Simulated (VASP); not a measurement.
Write the native input for VASP 6.6.1 that does the following.

```yaml
Task: single point
Functional: PBEsol
Potentials_or_basis: VASP PAW PBE potentials, release 64 (La)
Cutoff: 520 eV
k_mesh: 7 × 7 × 4
Occupations: methfessel-paxton, width 0.05 eV
Spin: no spin polarisation
Dipole_correction: no
Further_INCAR_settings: ALGO = Normal; EDIFF = 1e-06; NBANDS = 18
```

The structure of La lies in POSCAR:

```
La
1.0
    3.6486480332      0.0000000000      0.0000000000
   -1.8243240166      3.1598218862      0.0000000000
    0.0000000000      0.0000000000      5.9059451899
La
2
Direct
    0.3333333333      0.6666666667      0.2500000000
    0.6666666667      0.3333333333      0.7500000000
```

The input as run:

INCAR

```
PREC     = Accurate       # precision mode
ENCUT    = 520            # plane-wave cutoff, eV
EDIFF    = 1E-6           # SCF threshold, eV
ISMEAR   = 1              # smearing method
SIGMA    = 0.05           # smearing width, eV
LREAL    = False          # projectors in reciprocal space
LASPH    = True           # aspherical terms in the spheres
NELM     = 100            # most SCF steps
ALGO     = Normal         # electronic algorithm
ISIF     = 2              # what is computed and relaxed
LWAVE    = False          # write WAVECAR
LCHARG   = False          # write CHGCAR
GGA      = PS             # functional
NBANDS   = 18             # bands
```

KPOINTS

```
Automatic mesh
0
Gamma
  7 7 4
```

Potentials or basis: VASP PAW PBE potentials, release 64 (La).

Run with:

```sh
$ cat potpaw_PBE.64/La/POTCAR > POTCAR
$ mpirun -np 1 vasp_std > vasp.out
```

Results of the run:

| Property | Result |
| --- | --- |
| Pressure | 0.7 GPa |
| Band gap on the k mesh | zero (bands 11 and 12 overlap by 1.57 eV) |

Caveat: the PAW data sets were made with another functional, which shifts forces and pressure a little; spin-orbit coupling is left out, which moves the levels of the heavy elements.

Wall time 41 s on 1 thread of Intel(R) Xeon(R) Platinum 8559C (Emerald Rapids) (shared host), peak memory 0.19 GiB.
